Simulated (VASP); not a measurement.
# SrO (I4/mmm) in VASP: a series of runs

SrO is run at these levels: r2SCAN; tasks: single point.

All numbers are computed with VASP 6.6.1; they aren't measurements. Logs are shortened: lines on timing, memory, paths and dates and some standing lists are left out, and cuts for length are marked.

## Step 1: The cell of the first run

The structure is tetragonal, space group I4/mmm (No. 139). The conventional cell has a = 3.521 Å, b = 3.521 Å, c = 5.477 Å, α = 90.00°, β = 90.00°, γ = 90.00°. Within 3.3 Å of Sr (site symmetry 4/mmm) lie 6 O at 2.49 to 2.74 Å. O (site symmetry 4/mmm) has 6 Sr at 2.49 to 2.74 Å within 3.3 Å.

## Step 2: Single point, r2SCAN

Contents of POSCAR:

```
SrO
1.0
    0.0000000000      2.4894405709      2.7383846280
    2.4894405709      0.0000000000      2.7383846280
    2.4894405709      2.4894405709      0.0000000000
Sr O
1 1
Direct
    0.0000000000      0.0000000000      0.0000000000
    0.5000000000      0.5000000000      0.5000000000
```

Contents of INCAR.step1:

```
SYSTEM = SrO
  PREC = Accurate
  ENCUT = 520
  ISMEAR = 0
  SIGMA = 0.05
  LREAL = .FALSE.
  LASPH = .TRUE.
  NELM = 60
  NBANDS = 15
  GGA = PE
  ALGO = Normal
  EDIFF = 1E-4
  LWAVE = .TRUE.
  LCHARG = .FALSE.
```

Contents of INCAR.step2:

```
SYSTEM = SrO
  PREC = Accurate
  ENCUT = 520
  EDIFF = 1E-7
  ISMEAR = 0
  SIGMA = 0.05
  LREAL = .FALSE.
  LASPH = .TRUE.
  NELM = 60
  ALGO = Normal
  ISIF = 2
  LWAVE = .FALSE.
  LCHARG = .TRUE.
  METAGGA = R2SCAN
  LMIXTAU = .TRUE.
  LELF = .TRUE.
  LVHAR = .TRUE.
  NBANDS = 15
  ISTART = 1
```

Contents of KPOINTS:

```
Automatic mesh
0
G
  8 8 8
  0 0 0
```

Potentials or basis: VASP PAW PBE potentials, release 64 (Sr_sv, O).

Launch:

```
cat potpaw_PBE.64/Sr_sv/POTCAR potpaw_PBE.64/O/POTCAR > POTCAR
cp INCAR.step1 INCAR
mpirun -np 1 vasp_std > vasp.out
cp INCAR.step2 INCAR
mpirun -np 1 vasp_std > vasp.out
```

OUTCAR:

```text
SYSTEM = SrO
   PREC = Accurate
   ENCUT = 520
   EDIFF = 1E-7
   ISMEAR = 0
   LREAL = .FALSE.
   LASPH = .TRUE.
   NELM = 60
   ISIF = 2
   METAGGA = R2SCAN
   ISTART = 1

 ion  position               nearest neighbor table
   1  0.000  0.000  0.000-   2 2.49   2 2.49   2 2.49   2 2.49   2 2.74   2 2.74
   2  0.500  0.500  0.500-   1 2.49   1 2.49   1 2.49   1 2.49   1 2.74   1 2.74

  LATTYP: Found a body centered tetragonal cell.
 ALAT       =     3.5206006181
 C/A-ratio  =     1.5556349186

  Lattice vectors:

 A1 = (  -2.4894405709,   0.0000000000,   2.7383846280)
 A2 = (   2.4894405709,   0.0000000000,   2.7383846280)
 A3 = (   0.0000000000,   2.4894405709,  -2.7383846280)

Analysis of symmetry for initial positions (statically):
=====================================================================
 Subroutine PRICEL returns:
 Original cell was already a primitive cell.

 Routine SETGRP: Setting up the symmetry group for a
 body centered tetragonal supercell.

 Subroutine GETGRP returns: Found 16 space group operations
 (whereof 16 operations were pure point group operations)
 out of a pool of 16 trial point group operations.

The static configuration has the point symmetry D_4h.

Analysis of symmetry for dynamics (positions and initial velocities):
=====================================================================
 Subroutine PRICEL returns:
 Original cell was already a primitive cell.

 Routine SETGRP: Setting up the symmetry group for a
 body centered tetragonal supercell.

 Subroutine GETGRP returns: Found 16 space group operations
 (whereof 16 operations were pure point group operations)
 out of a pool of 16 trial point group operations.

The dynamic configuration has the point symmetry D_4h.

 Subroutine INISYM returns: Found 16 space group operations
 (whereof 16 operations are pure point group operations),
 and found     1 'primitive' translations

----------------------------------------------------------------------------------------

                                     Primitive cell

  volume of cell :      33.9413

  direct lattice vectors                    reciprocal lattice vectors
     0.000000000  2.489440571  2.738384628    -0.200848338  0.200848338  0.182589398
     2.489440571  0.000000000  2.738384628     0.200848338 -0.200848338  0.182589398
     2.489440571  2.489440571  0.000000000     0.200848338  0.200848338 -0.182589398

  length of vectors
     3.700819467  3.700819467  3.520600618     0.337666992  0.337666992  0.337666992

  position of ions in fractional coordinates (direct lattice)
     0.000000000  0.000000000  0.000000000
[... 91 lines left out ...]
   EMIN   =  10.00;   EMAX   =-10.00  energy-range for DOS
   EFERMI =   0.00;   METHOD = LEGACY
   ISMEAR =     0;   SIGMA  =   0.05  broadening in eV -4-tet -1-fermi 0-gaus
   EFERMI_NEDOS =   21; number of points for ismear=-14 and -15
   IALGO  =     38    algorithm
   IMIX   =      4    mixing-type and parameters
     AMIX     =   0.40;   BMIX     =  1.00
     AMIX_MAG =   1.60;   BMIX_MAG =  1.00
  volume/ion in A,a.u.               =      16.97       114.52
  Fermi-wavevector in a.u.,A,eV,Ry     =   1.274106  2.407711 22.086959  1.623346
  Thomas-Fermi vector in A             =   2.406892
   LORBIT       =      0    0 simple, 1 ext, 2 COOP (PROOUT), +10 PAW based schemes
   METAGGA = R2SCAN    functional components
   LHFCALC =     F    Hartree Fock is set to
   AEXX    =    0.0000 exact exchange contribution
   IVDW    =     0    specifies the selected vdW correction
   LEPSILON=     F    determine dielectric tensor
   LRPA    =     F    only Hartree local field effects (RPA)
 non-spin polarized calculation
 Gauss-broadening in eV      SIGMA  =   0.05
  energy-cutoff  :      520.00
  volume of cell :       33.94
 maximum number of plane-waves:       936
   NGX = 13   NGY = 13   NGZ = 13

 number of electron      15.9999996 magnetization

 Free energy of the ion-electron system (eV)
  ---------------------------------------------------
  ext. energy  EPLUGINS =         0.00000000
  ---------------------------------------------------
  free energy    TOTEN  =       -26.96371505 eV

  energy without entropy =      -26.96371505  energy(sigma->0) =      -26.96371505

 E-fermi :   1.7328     XC(G=0): -10.5782

 val. band max:        1.4582746175   @ k =   0.0000   0.0000   0.0000
 cond. band min:       5.0247353016   @ k =   0.5000   0.0000   0.5000
 fundamental gap:      3.5664606841
 Fermi energy:         1.7327752740

 k-point     1 :       0.0000    0.0000    0.0000
  band No.  band energies     occupation
      1     -32.0782      2.00000
      2     -14.6994      2.00000
      3     -13.1843      2.00000
      4     -13.0719      2.00000
      5     -13.0719      2.00000
      6       1.1671      2.00000
      7       1.4583      2.00000
      8       1.4583      2.00000
      9       5.7680      0.00000
     10       7.6982      0.00000
     11       8.4363      0.00000
     12       8.4363      0.00000
     13      10.1782      0.00000
     14      11.1256      0.00000
[... 401 lines left out ...]
      2     -15.8272      2.00000
      3     -13.3358      2.00000
      4     -13.1699      2.00000
      5     -12.2087      2.00000
      6      -0.2915      2.00000
      7       0.4272      2.00000
      8       0.6550      2.00000
      9       7.4905      0.00000
     10       8.6848      0.00000
     11      10.5175      0.00000
     12      10.7874      0.00000
     13      12.5627      0.00000
     14      13.7739      0.00000
     15      17.9260      0.00000

 [... further k-points ...]

------------------------ aborting loop because EDIFF is reached ----------------------------------------

  FORCE on cell =-STRESS in cart. coord.  units (eV):
  Direction    XX          YY          ZZ          XY          YZ          ZX
  --------------------------------------------------------------------------------------
  -------------------------------------------------------------------------------------
  Total        1.6732820      1.6732820     -1.0335104      0.0000000      0.0000000     -0.0000000
  in kB       78.9862965     78.9862965    -48.7862516      0.0000000      0.0000000     -0.0000000
  external PRESSURE =      36.3954471 kB  Pullay stress =       0.0000000 kB

 VOLUME and BASIS-vectors are now :
 -----------------------------------------------------------------------------
  energy-cutoff  :      520.00
  volume of cell :       33.94
      direct lattice vectors                 reciprocal lattice vectors
     0.000000000  2.489440571  2.738384628    -0.200848338  0.200848338  0.182589398
     2.489440571  0.000000000  2.738384628     0.200848338 -0.200848338  0.182589398
     2.489440571  2.489440571  0.000000000     0.200848338  0.200848338 -0.182589398

 POSITION                                       TOTAL-FORCE (eV/Angst)
 -----------------------------------------------------------------------------------
      0.00000      0.00000      0.00000        -0.000000     -0.000000     -0.000000
      2.48944      2.48944      2.73838         0.000000      0.000000      0.000000
 -----------------------------------------------------------------------------------
    total drift:                                0.000000      0.000000      0.000000

  FREE ENERGIE OF THE ION-ELECTRON SYSTEM (eV)
  ---------------------------------------------------
  free  energy   TOTEN  =       -26.9637150527 eV

  energy  without entropy=      -26.9637150527  energy(sigma->0) =      -26.96371505
```

OSZICAR.step1:

```text
N       E                     dE             d eps       ncg     rms          rms(c)
DAV:   1     0.686312761225E+02    0.68631E+02   -0.84160E+03  1770   0.104E+03
DAV:   2    -0.111336116696E+02   -0.79765E+02   -0.72699E+02  2429   0.221E+02
DAV:   3    -0.141709787458E+02   -0.30374E+01   -0.30233E+01  2294   0.387E+01
DAV:   4    -0.142287003169E+02   -0.57722E-01   -0.57716E-01  2253   0.535E+00
DAV:   5    -0.142303626469E+02   -0.16623E-02   -0.16623E-02  2230   0.716E-01    0.175E+01
DAV:   6    -0.121050789261E+02    0.21253E+01   -0.67752E+00  1833   0.199E+01    0.205E+01
DAV:   7    -0.119665342625E+02    0.13854E+00   -0.29848E-01  2107   0.490E+00    0.118E+01
DAV:   8    -0.119530469084E+02    0.13487E-01   -0.12150E-01  2253   0.343E+00    0.613E-01
DAV:   9    -0.119548417582E+02   -0.17948E-02   -0.57368E-03  2409   0.488E-01    0.242E-01
DAV:  10    -0.119553629981E+02   -0.52124E-03   -0.47435E-04  1889   0.194E-01    0.822E-02
DAV:  11    -0.119555022001E+02   -0.13920E-03   -0.12157E-04  1823   0.813E-02    0.287E-02
DAV:  12    -0.119555223581E+02   -0.20158E-04   -0.30062E-05  1375   0.395E-02
   1 F= -.11955522E+02 E0= -.11955522E+02  d E =-.120882E-10
```

Wall time 75 s (1 thread of Intel Xeon 6975P-C (Granite Rapids), shared host); peak memory 0.18 GiB.

Results:

| Item | Value |
| --- | --- |
| Free energy | -26.9637 eV |
| Pressure | 3.6 GPa |
| Band gap on the k mesh | 3.57 eV, indirect (least direct gap 3.60 eV) |

Caveat: the PAW data sets were made with another functional, which shifts forces and pressure a little. A k mesh can miss the band edges.

[end of part 1 of 2]
